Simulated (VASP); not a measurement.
A run of VASP 6.6.1 is set up as follows.

The input INCAR:

```
  PREC = Accurate
  ENCUT = 520
  EDIFF = 1E-7
  ISMEAR = 0
  SIGMA = 0.02
  LREAL = F
  LASPH = T
  NELM = 80
  ALGO = Normal
  ISIF = 2
  LWAVE = F
  LCHARG = F
  GGA = PE
  NBANDS = 18
```

Contents of KPOINTS:

```
Automatic mesh
0
Gamma
  12 12 4
```

POSCAR

```
PtSe2
1.0
    3.7890750806      0.0000000000      0.0000000000
   -1.8945375403      3.2814352767      0.0000000000
    0.0000000000      0.0000000000      6.5663459318
Pt Se
1 2
Direct
    0.0000000000      0.0000000000      0.0000000000
    0.6666666667      0.3333333333      0.8041024056
    0.3333333333      0.6666666667      0.1958975944
```

Potentials or basis: VASP PAW PBE potentials, release 64 (Pt, Se).

The run is started by

```bash
$ cat potpaw_PBE.64/Pt/POTCAR potpaw_PBE.64/Se/POTCAR > POTCAR
$ mpirun -np 1 vasp_std > vasp.out
```

(1) Predict the band gap on the k mesh.

(2) What does it give for the pressure?

Results:

(1) 0.84 eV, indirect (least direct gap 0.99 eV).

(2) -1.0 GPa.

Caveat: the cell differs from its parent crystal (equal strain along all axes, cell held: +1.0 %, then relaxed in part); spin-orbit coupling is left out, which moves the levels of the heavy elements; this functional lacks dispersion, which binds the layers, so the pressure and a relaxed spacing across them are unreliable.
